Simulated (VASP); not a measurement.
Set up this calculation in VASP 6.6.1, as the native input.

- Task: single point
- Functional: PBE
- Potentials or basis: VASP PAW PBE potentials, release 64 (Ti_sv)
- Cutoff: 520 eV
- k mesh: 3 × 3 × 3
- Occupations: gaussian, width 0.1 eV
- Spin: no spin polarisation
- Dipole correction: no
- Further INCAR settings: ALGO = Normal; EDIFF = 1e-07; NBANDS = 84

The structure of Ti lies in POSCAR:

```
Ti
1.0
    3.3260714170      1.9203082280      5.6722893853
   -3.3260714170      1.9203082280      5.6722893853
    0.0000000000     -3.8406164558      5.6722893853
Ti
12
Direct
    0.0101900000      0.6536100000      0.0101900000
    0.0101900000      0.0101900000      0.6536100000
    0.6536100000      0.0101900000      0.0101900000
    0.9898100000      0.3463900000      0.9898100000
    0.3463900000      0.9898100000      0.9898100000
    0.9898100000      0.9898100000      0.3463900000
    0.2211800000      0.6306000000      0.2211800000
    0.2211800000      0.2211800000      0.6306000000
    0.6306000000      0.2211800000      0.2211800000
    0.7788200000      0.3694000000      0.7788200000
    0.3694000000      0.7788200000      0.7788200000
    0.7788200000      0.7788200000      0.3694000000
```

One way to write it, as run:

INCAR

```
SYSTEM = Ti
PREC = Accurate
ENCUT = 520
EDIFF = 1E-7
ISMEAR = 0
SIGMA = 0.1
LREAL = .False.
LASPH = .True.
NELM = 100
ALGO = Normal
ISIF = 2
LWAVE = .False.
LCHARG = .True.
GGA = PE
LELF = .True.
LVHAR = .True.
NBANDS = 84
```

KPOINTS

```
Automatic mesh
0
Gamma
  3 3 3
  0 0 0
```

Potentials or basis: VASP PAW PBE potentials, release 64 (Ti_sv).

Run with:

```console
$ cat potpaw_PBE.64/Ti_sv/POTCAR > POTCAR
$ mpirun -np 1 vasp_std > vasp.out
```

Results of the run:

```
Pressure               : 25.7 GPa
Largest force          : 2.766 eV/Å
Band gap on the k mesh : zero (band 72 reaches 7.30 eV, above the bottom of band 73 at 7.08 eV)
```

Caveat: the k points lie up to 0.38 Å⁻¹ apart; forces of over 1 eV/Å act on the atoms, so gaps and moduli don't describe the material at rest.

It took 8.1 min on 1 thread of AMD EPYC 7R43 64-Core Processor (Zen 3) (shared host), peak memory 0.39 GiB.
